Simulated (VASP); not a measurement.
# Mg (Cmce) in VASP: relaxation of cell and atoms with PBEsol

Aim: the relaxation of cell and atoms of Mg with PBEsol.

Everything below comes from runs of VASP 6.6.1. Logs are shortened: lines on timing, memory, paths and dates and some standing lists are left out, and cuts for length are marked.

## 1. The cell of the first run

Symmetry: Cmce, No. 64, orthorhombic system. The conventional cell has a = 3.547 Å, b = 11.253 Å, c = 4.694 Å, α = 90.00°, β = 90.00°, γ = 90.00°. Within 3.1 Å of Mg (site symmetry m) lie 3 Mg at 2.32 to 2.36 Å.

## 2. Relaxation of cell and atoms, PBEsol

The input, INCAR:

```
SYSTEM = Mg
ALGO = Normal
EDIFF = 1E-6
EDIFFG = -0.04
ENCUT = 600
GGA = PS
IBRION = 2
ISIF = 3
ISMEAR = 0
LASPH = .TRUE.
LCHARG = .FALSE.
LREAL = .FALSE.
LWAVE = .FALSE.
NELM = 60
NSW = 90
PREC = Accurate
SIGMA = 0.1
```

The input, KPOINTS:

```
k-points
0
G
  6 6 4
  0 0 0
```

The input, POSCAR:

```
Mg
1.0
    1.7737339958     -5.6266486271      0.0000000000
    1.7737339958      5.6266486271      0.0000000000
    0.0000000000      0.0000000000      4.6942325689
Mg
4
Direct
    0.0980000000      0.9020000000      0.9100000000
    0.5980000000      0.4020000000      0.5900000000
    0.9020000000      0.0980000000      0.0900000000
    0.4020000000      0.5980000000      0.4100000000
```

Potentials or basis: VASP PAW PBE potentials, release 64 (Mg).

On the command line:

```bash
$ cat potpaw_PBE.64/Mg/POTCAR > POTCAR
$ mpirun -np 1 vasp_std > vasp.out
```

OUTCAR:

```text
SYSTEM = Mg
   EDIFF = 1E-6
   EDIFFG = -0.04
   ENCUT = 600
   GGA = PS
   IBRION = 2
   ISIF = 3
   ISMEAR = 0
   LASPH = .TRUE.
   LREAL = .FALSE.
   NELM = 60
   NSW = 90
   PREC = Accurate

 ion  position               nearest neighbor table
   1  0.098  0.902  0.910-   2 2.32   2 2.32   3 2.36   2 3.65   2 3.65
   2  0.598  0.402  0.590-   1 2.32   1 2.32   4 2.36   1 3.65   1 3.65
   3  0.902  0.098  0.090-   4 2.32   4 2.32   1 2.36   4 3.65   4 3.65
   4  0.402  0.598  0.410-   3 2.32   3 2.32   2 2.36   3 3.65   3 3.65

  LATTYP: Found a base centered orthorhombic cell.
 ALAT       =     3.5474679916
 B/A-ratio  =     3.1722054380
 C/A-ratio  =     1.3232628399

  Lattice vectors:

 A1 = (   1.7737339958,  -5.6266486271,   0.0000000000)
 A2 = (   1.7737339958,   5.6266486271,   0.0000000000)
 A3 = (   0.0000000000,   0.0000000000,   4.6942325689)

Analysis of symmetry for initial positions (statically):
=====================================================================
 Subroutine PRICEL returns:
 Original cell was already a primitive cell.

 Routine SETGRP: Setting up the symmetry group for a
 base centered orthorhombic supercell.

 Subroutine GETGRP returns: Found  8 space group operations
 (whereof  4 operations were pure point group operations)
 out of a pool of  8 trial point group operations.

The static configuration has the point symmetry C_2h.
 The point group associated with its full space group is D_2h.

Analysis of symmetry for dynamics (positions and initial velocities):
=====================================================================
 Subroutine PRICEL returns:
 Original cell was already a primitive cell.

 Routine SETGRP: Setting up the symmetry group for a
 base centered orthorhombic supercell.

 Subroutine GETGRP returns: Found  8 space group operations
 (whereof  4 operations were pure point group operations)
 out of a pool of  8 trial point group operations.

The dynamic configuration has the point symmetry C_2h.
 The point group associated with its full space group is D_2h.

 Subroutine INISYM returns: Found  8 space group operations
 (whereof  4 operations are pure point group operations),
 and found     1 'primitive' translations

----------------------------------------------------------------------------------------

                                     Primitive cell

  volume of cell :      93.6986

  direct lattice vectors                    reciprocal lattice vectors
     1.773733996 -5.626648627  0.000000000     0.281891197 -0.088862844  0.000000000
     1.773733996  5.626648627  0.000000000     0.281891197  0.088862844  0.000000000
     0.000000000  0.000000000  4.694232569     0.000000000  0.000000000  0.213027366

  length of vectors
     5.899602280  5.899602280  4.694232569     0.295565986  0.295565986  0.213027366

  position of ions in fractional coordinates (direct lattice)
     0.098000000  0.902000000  0.910000000
     0.598000000  0.402000000  0.590000000
     0.902000000  0.098000000  0.090000000
     0.402000000  0.598000000  0.410000000

  ion indices of the primitive-cell ions
   primitive index   ion index
                 1           1
                 2           2
                 3           3
                 4           4

----------------------------------------------------------------------------------------

 KPOINTS: k-points

Automatic generation of k-mesh.
 Grid dimensions read from file:
 generate k-points for:    6    6    4

 Generating k-lattice:

  Cartesian coordinates                     Fractional coordinates (reciprocal lattice)
     0.046981866 -0.014810474  0.000000000     0.166666667  0.000000000  0.000000000
     0.046981866  0.014810474  0.000000000     0.000000000  0.166666667  0.000000000
     0.000000000  0.000000000  0.053256842     0.000000000  0.000000000  0.250000000

  Length of vectors
     0.049260998  0.049260998  0.053256842

  Shift w.r.t. Gamma in fractional coordinates (k-lattice)
     0.000000000  0.000000000  0.000000000

 Subroutine IBZKPT returns following result:
 ===========================================

 Found     39 irreducible k-points:

 Following reciprocal coordinates:
            Coordinates               Weight
  0.000000  0.000000  0.000000      1.000000
  0.166667  0.000000  0.000000      4.000000
  0.333333  0.000000  0.000000      4.000000
  0.500000  0.000000  0.000000      2.000000
  0.166667  0.166667  0.000000      2.000000
  0.333333  0.166667  0.000000      4.000000
[... 16 lines left out ...]
  0.333333  0.333333  0.250000      4.000000
  0.500000  0.333333  0.250000      8.000000
 [... further k-points ...]
   k-points           NKPTS =     39   k-points in BZ     NKDIM =     39   number of bands    NBANDS=      8
   number of dos      NEDOS =    301   number of ions     NIONS =      4
   total plane-waves  NPLWV =  92160
   dimension x,y,z NGX =    48 NGY =   48 NGZ =   40
   dimension x,y,z NGXF=    96 NGYF=   96 NGZF=   80
   ions per type =               4
   NGX,Y,Z   is equivalent  to a cutoff of  13.53, 13.53, 14.17 a.u.
   NGXF,Y,Z  is equivalent  to a cutoff of  27.05, 27.05, 28.33 a.u.
 SYSTEM =  Mg
   PREC   = accura    normal or accurate (medium, high low for compatibility)
   ISTART =      0    job   : 0-new  1-cont  2-samecut
   ICHARG =      2    charge: 1-file 2-atom 10-const
   ISPIN  =      1    spin polarized calculation?
   LNONCOLLINEAR =      F non collinear calculations
   LSORBIT =      F    spin-orbit coupling
   LASPH  =      T    aspherical Exc in radial PAW
   ENCUT  =  600.0 eV  44.10 Ry    6.64 a.u.  11.78 11.78  9.38*2*pi/ulx,y,z
   NELM   =     60;   NELMIN=  2; NELMDL= -5     # of ELM steps
   EDIFF  = 0.1E-05   stopping-criterion for ELM
   LREAL  =      F    real-space projection
   EDIFFG = -.4E-01   stopping-criterion for IOM
   NSW    =     90    number of steps for IOM
   IBRION =      2    ionic relax: 0-MD 1-quasi-New 2-CG
   NFREE  =      1    steps in history (QN), initial steepest desc. (CG)
   ISIF   =      3    stress and relaxation
   ISYM   =      2    0-nonsym 1-usesym 2-fastsym
   POTIM  = 0.5000    time-step for ionic-motion
   TEBEG  =    0.0;   TEEND  =   0.0 temperature during run
   PSTRESS=    0.0 pullay stress
   NELECT =       8.0000    total number of electrons
   NUPDOWN=      -1.0000    fix difference up-down
   EMIN   =  10.00;   EMAX   =-10.00  energy-range for DOS
   EFERMI =   0.00;   METHOD = LEGACY
   ISMEAR =     0;   SIGMA  =   0.10  broadening in eV -4-tet -1-fermi 0-gaus
   EFERMI_NEDOS =   21; number of points for ismear=-14 and -15
   IALGO  =     38    algorithm
   IMIX   =      4    mixing-type and parameters
     AMIX     =   0.40;   BMIX     =  1.00
     AMIX_MAG =   1.60;   BMIX_MAG =  1.00
  volume/ion in A,a.u.               =      23.42       158.08
  Fermi-wavevector in a.u.,A,eV,Ry     =   0.720876  1.362258  7.070432  0.519662
  Thomas-Fermi vector in A             =   1.810440
   LORBIT       =      0    0 simple, 1 ext, 2 COOP (PROOUT), +10 PAW based schemes
   GGA     = PS    functional components
   LHFCALC =     F    Hartree Fock is set to
   AEXX    =    0.0000 exact exchange contribution
   IVDW    =     0    specifies the selected vdW correction
   LEPSILON=     F    determine dielectric tensor
   LRPA    =     F    only Hartree local field effects (RPA)
 conjugate gradient relaxation of ions
 non-spin polarized calculation
 Gauss-broadening in eV      SIGMA  =   0.10
  energy-cutoff  :      600.00
  volume of cell :       93.70
 maximum number of plane-waves:      3145
   NGX = 23   NGY = 23   NGZ = 19

--------------------------------------- Ionic step        1  -------------------------------------------

 number of electron       8.0000000 magnetization

 Free energy of the ion-electron system (eV)
  ---------------------------------------------------
  ext. energy  EPLUGINS =         0.00000000
  ---------------------------------------------------
  free energy    TOTEN  =        -1.14093246 eV

  energy without entropy =       -1.12422622  energy(sigma->0) =       -1.13257934

------------------------ aborting loop because EDIFF is reached ----------------------------------------

  FORCE on cell =-STRESS in cart. coord.  units (eV):
  Direction    XX          YY          ZZ          XY          YZ          ZX
  --------------------------------------------------------------------------------------
  -------------------------------------------------------------------------------------
  Total       11.9933167      7.9224117      9.4484746      0.0000000      0.0000000      0.0000000
  in kB      205.0770213    135.4674965    161.5620658      0.0000000      0.0000000      0.0000000
  external PRESSURE =     167.3688612 kB  Pullay stress =       0.0000000 kB
[... 95 lines left out ...]
  FREE ENERGIE OF THE ION-ELECTRON SYSTEM (eV)
  ---------------------------------------------------
  free  energy   TOTEN  =        -4.4706061259 eV

  energy  without entropy=       -4.4509550067  energy(sigma->0) =       -4.46078057

[... ionic steps 4 to 25 ...]

--------------------------------------- Ionic step       26  -------------------------------------------

 number of electron       8.0000000 magnetization

------------------------ aborting loop because EDIFF is reached ----------------------------------------
[... 71 lines left out ...]
--------------------------------------- Ionic step       28  -------------------------------------------

 number of electron       8.0000000 magnetization

 Free energy of the ion-electron system (eV)
  ---------------------------------------------------
  ext. energy  EPLUGINS =         0.00000000
  ---------------------------------------------------
  free energy    TOTEN  =        -6.30577200 eV

  energy without entropy =       -6.30117477  energy(sigma->0) =       -6.30347339

 E-fermi :   2.4094     XC(G=0):  -8.3989

 val. band max:        2.2776900416   @ k =   0.5000   0.5000   0.0000
 cond. band min:       2.4118589357   @ k =   0.3333   0.0000   0.0000
 fundamental gap:      0.1341688941
 Fermi energy:         2.4093868361

 k-point     1 :       0.0000    0.0000    0.0000
  band No.  band energies     occupation
      1      -4.4038      2.00000
      2       0.0889      2.00000
      3       0.2409      2.00000
      4       0.5936      2.00000
      5       0.8911      2.00000
      6       4.4277      0.00000
      7       4.8085      0.00000
      8       5.4851      0.00000
[... 243 lines left out ...]
 k-point    24 :       0.5000    0.3333    0.2500
  band No.  band energies     occupation
      1      -2.9052      2.00000
      2      -2.0083      2.00000
      3      -0.3459      2.00000
      4       0.5330      2.00000
      5       4.5802      0.00000
      6       5.1874      0.00000
      7       5.3347      0.00000
      8       6.0246      0.00000

 [... further k-points ...]

------------------------ aborting loop because EDIFF is reached ----------------------------------------

  FORCE on cell =-STRESS in cart. coord.  units (eV):
  Direction    XX          YY          ZZ          XY          YZ          ZX
  --------------------------------------------------------------------------------------
  -------------------------------------------------------------------------------------
  Total        0.0074004      0.0416406     -0.0569321      0.0000000      0.0000000      0.0000000
  in kB        0.1240899      0.6982256     -0.9546325      0.0000000      0.0000000      0.0000000
  external PRESSURE =      -0.0441057 kB  Pullay stress =       0.0000000 kB
[... 19 lines left out ...]
  FREE ENERGIE OF THE ION-ELECTRON SYSTEM (eV)
  ---------------------------------------------------
  free  energy   TOTEN  =        -6.3057719981 eV

  energy  without entropy=       -6.3011747740  energy(sigma->0) =       -6.30347339

 reached required accuracy - stopping structural energy minimisation
```

It took 11 min on 1 thread of Intel Xeon 6975P-C, shared host; peak memory 0.32 GiB.

What came out:

```yaml
Free_energy: -6.3058 eV
Relaxed_volume: 23.89 Å³/atom
Relaxed_cell: a = 5.911 Å, b = 5.911 Å, c = 5.350 Å, α = 90.00°, β = 90.00°, γ = 149.26°
Space_group_after_relaxing_to_0.05_Å: Fmmm (No. 69)
Energy_gained_by_relaxing: 1291.2 meV/atom
Ionic_steps: 28
Pressure_after_relaxing: 0.0 GPa
Largest_force_after_relaxing: 0.031 eV/Å
Band_gap_on_the_k_mesh: zero (band 4 reaches 3.00 eV, above the bottom of band 5 at 0.89 eV)
```

Forces on the atoms (eV/Å):
```
Mg   0.000 -0.028  0.014
Mg   0.000 -0.028 -0.014
Mg   0.000  0.028 -0.014
Mg   0.000  0.028  0.014
```

The path:
| step | energy change (eV) | largest force (eV/Å) | pressure (GPa) | volume (Å³) |
| --- | --- | --- | --- | --- |
| 1 | 0.0000 | 4.2096 | 16.74 | 93.70 |
| 2 | -3.2922 | 1.1732 | -1.49 | 130.89 |
| 3 | -3.3297 | 0.9780 | -2.27 | 135.92 |
| 4 | -3.6878 | 0.9706 | -2.53 | 128.55 |
| 5 | -4.5667 | 0.8567 | -1.47 | 107.83 |
| 6 | -2.4261 | 1.9495 | 25.02 | 72.35 |
| 7 | -4.6200 | 0.9559 | -0.09 | 102.16 |
| 8 | -4.6336 | 0.5928 | 4.15 | 90.43 |
| 9 | -4.6918 | 0.7869 | 1.92 | 95.37 |
| 10 | -4.9117 | 0.2401 | 1.82 | 93.45 |
| 11 | -4.9698 | 0.2747 | 2.40 | 91.66 |
| 12 | -5.0771 | 0.2167 | 0.61 | 95.21 |
| 13 | -5.0972 | 0.1782 | -0.30 | 97.53 |
| 14 | -5.0979 | 0.1698 | -0.45 | 97.99 |
| 15 | -5.1087 | 0.1440 | -0.31 | 97.33 |
| 16 | -5.1232 | 0.0781 | 0.05 | 95.79 |
| 17 | -5.1251 | 0.0585 | 0.23 | 95.11 |
| 18 | -5.1372 | 0.0418 | 0.12 | 95.31 |
| 19 | -5.1427 | 0.0989 | 0.02 | 95.78 |
| 20 | -5.1487 | 0.0571 | 0.01 | 95.62 |
| 21 | -5.1532 | 0.0730 | -0.04 | 95.76 |
| 22 | -5.1544 | 0.0866 | -0.09 | 96.10 |
| 23 | -5.1573 | 0.0784 | -0.08 | 95.92 |
| 24 | -5.1575 | 0.0813 | -0.09 | 96.01 |
| 25 | -5.1577 | 0.0797 | -0.09 | 95.97 |
| 26 | -5.1626 | 0.0635 | -0.08 | 95.83 |
| 27 | -5.1644 | 0.0453 | -0.05 | 95.66 |
| 28 | -5.1648 | 0.0314 | 0.00 | 95.55 |

Final structure:
```yaml
crystal:
  lattice:
    - [1.56687, -5.69944, 0.00000]
    - [1.56687, 5.69944, 0.00000]
    - [0.00000, 0.00000, 5.34979]
  atoms:
    - { symbol: Mg, position: [0.13203, 0.86797, 0.99947] }
    - { symbol: Mg, position: [0.63203, 0.36797, 0.50053] }
    - { symbol: Mg, position: [0.86797, 0.13203, 0.00053] }
    - { symbol: Mg, position: [0.36797, 0.63203, 0.49947] }
```

Levels at points of the mesh, in eV from the Fermi level:
```
           k point  band 1  band 2  band 3  band 4  band 5  band 6  band 7  band 8
(0.00, 0.00, 0.00)   -6.81   -2.32   -2.17   -1.82   -1.52    2.02    2.40    3.08
(0.50, 0.00, 0.00)   -2.78   -2.78   -0.56   -0.56    1.97    1.97    2.26    2.26
(0.50, 0.50, 0.00)   -5.88   -5.40   -0.97   -0.61   -0.50   -0.13    3.10    3.22
(0.00, 0.00, 0.50)   -5.50   -5.50   -1.04   -1.04   -0.95   -0.95    4.44    4.44
(0.50, 0.00, 0.50)   -1.65   -1.65   -1.41   -1.41    0.41    0.41    1.16    1.16
(0.50, 0.50, 0.50)   -4.59   -4.59   -4.11   -4.11    4.06    4.06    4.18    4.18
```

Caveat: the PAW data sets were made with another functional, which shifts forces and pressure a little.
